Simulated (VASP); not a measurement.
Set up this calculation in VASP 6.6.1, as the native input.

- Task: single point
- Functional: PBE-based global hybrid with 10 % exact exchange
- Potentials or basis: VASP PAW PBE potentials, release 64 (Gd, O)
- Cutoff: 520 eV
- k mesh: 5 × 5 × 5
- Occupations: fermi-dirac, width 0.05 eV
- Spin: collinear spin, ferromagnetic start
- Starting moments: [7.0, 0.0] μB
- Dipole correction: no
- Grid for exact exchange (PRECFOCK): Normal
- Share of exact exchange: 0.1
- Further INCAR settings: ALGO = Normal; EDIFF = 1e-07; NBANDS = 23

Crystal: GdO.

```xyz
2
Lattice="0.0000 2.7000 2.7000 2.7000 0.0000 2.7000 2.7000 2.7000 0.0000" Properties=species:S:1:pos:R:3 pbc="T T T"
Gd    0.0000    0.0000    0.0000
O     4.0500    4.0500    4.0500
```

These files were run (other wordings do the same):

POSCAR

```
GdO
1.0
    0.0000000000      2.7000000000      2.7000000000
    2.7000000000      0.0000000000      2.7000000000
    2.7000000000      2.7000000000      0.0000000000
Gd O
1 1
Direct
    0.0000000000      0.0000000000      0.0000000000
    0.7500000000      0.7500000000      0.7500000000
```

INCAR.step1

```
ALGO     = Normal         # electronic algorithm
EDIFF    = 1E-5           # SCF threshold, eV
ENCUT    = 520            # plane-wave cutoff, eV
GGA      = PE             # functional
ISIF     = 2              # what is computed and relaxed
ISMEAR   = -1             # smearing method
ISPIN    = 2              # spin polarisation
KPAR     = 4            
LASPH    = T              # aspherical terms in the spheres
LCHARG   = F              # write CHGCAR
LMAXMIX  = 6              # l up to which the mixer works
LORBIT   = 11             # projections on sites
LREAL    = F              # projectors in reciprocal space
LWAVE    = T              # write WAVECAR
MAGMOM   = 7 0            # initial moments
NBANDS   = 23             # bands
NELM     = 150            # most SCF steps
PREC     = Accurate       # precision mode
SIGMA    = 0.05           # smearing width, eV
```

INCAR.step2

```
AEXX     = 0.1            # exact-exchange fraction
ALGO     = Normal         # electronic algorithm
EDIFF    = 1E-7           # SCF threshold, eV
ENCUT    = 520            # plane-wave cutoff, eV
GGA      = PE             # functional
ISIF     = 2              # what is computed and relaxed
ISMEAR   = -1             # smearing method
ISPIN    = 2              # spin polarisation
ISTART   = 1            
KPAR     = 4            
LASPH    = T              # aspherical terms in the spheres
LCHARG   = F              # write CHGCAR
LHFCALC  = T              # exact exchange
LMAXMIX  = 6              # l up to which the mixer works
LORBIT   = 11             # projections on sites
LREAL    = F              # projectors in reciprocal space
LWAVE    = F              # write WAVECAR
MAGMOM   = 7 0            # initial moments
NBANDS   = 23             # bands
NELM     = 150            # most SCF steps
PREC     = Accurate       # precision mode
PRECFOCK = Normal       
SIGMA    = 0.05           # smearing width, eV
```

KPOINTS

```
k-points
0
Gamma
  5 5 5
```

Potentials or basis: VASP PAW PBE potentials, release 64 (Gd, O).

Launch:

```sh
$ cat potpaw_PBE.64/Gd/POTCAR potpaw_PBE.64/O/POTCAR > POTCAR
$ cp INCAR.step1 INCAR
$ mpirun -np 4 vasp_std > vasp.out
$ cp INCAR.step2 INCAR
$ mpirun -np 4 vasp_std > vasp.out
```

Results of the run:

The pressure is -1.3 GPa. The net moment is 7.87 μB per cell, the site moments are Gd +7.03; O +0.01 μB and the valence electrons inside the program's atomic spheres are Gd 15.15; O 5.01.

Caveat: the k points lie up to 0.40 Å⁻¹ apart; the PAW data sets were made with another functional, which shifts forces and pressure a little; a cell with one magnetic atom can't hold antiferromagnetic order, which such compounds often take.

It took 46 min on 4 MPI ranks on Oxide Virtual Turin-like Processor (shared host), peak memory 0.19 GiB a rank.
